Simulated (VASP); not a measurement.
Sc4InSb:

```
Sc In Sb
1.0
     0.00000    3.88739    3.88739
     3.88739    0.00000    3.88739
     3.88739    3.88739    0.00000
Sc In Sb
4 1 1
Direct
  0.87276 0.37575 0.37575
  0.37575 0.37575 0.37575
  0.37575 0.87276 0.37575
  0.37575 0.37575 0.87276
  0.00000 0.00000 0.00000
  0.75000 0.75000 0.75000
```

The cell was generated, and may not be a known phase.

| Quantity | Value |
| --- | --- |
| Program | VASP 6.6.1 |
| Task | relaxation of cell and atoms |
| Functional | PBE |
| Potentials or basis | VASP PAW PBE potentials, release 64 (Sc_sv, In_d, Sb) |
| Cutoff | 600 eV |
| k mesh | 4 × 4 × 4 |
| Occupations | gaussian, width 0.1 eV |
| Spin | no spin polarisation |

At the start: pressure 15.4 GPa; volume 19.58 Å³/atom.

Task: How do energy, volume and symmetry change on relaxing?

Result: Over 3 steps the energy falls by 187.6 meV/atom and the volume is 24.12 Å³/atom (+23.2 %); space group F-43m (No. 216, to 0.1 Å) before and after.

Step by step:
```
step  energy change (eV)  largest force (eV/Å)  pressure (GPa)  volume (Å³)
   1              0.0000                0.3131           15.44       117.49
   2             -1.0713                0.0141           -2.27       152.59
   3             -1.1257                0.0290            0.17       144.69
```

Final structure:
```
CELL_PARAMETERS angstrom
0.00000 4.16681 4.16681
4.16681 0.00000 4.16681
4.16681 4.16681 0.00000
ATOMIC_POSITIONS crystal
Sc 0.87547 0.37484 0.37484
Sc 0.37484 0.37484 0.37484
Sc 0.37484 0.87547 0.37484
Sc 0.37484 0.37484 0.87547
In 0.00000 0.00000 0.00000
Sb 0.75000 0.75000 0.75000
```

Caveat: the volume moved by over 15 % at a fixed basis, so the end points are rough.
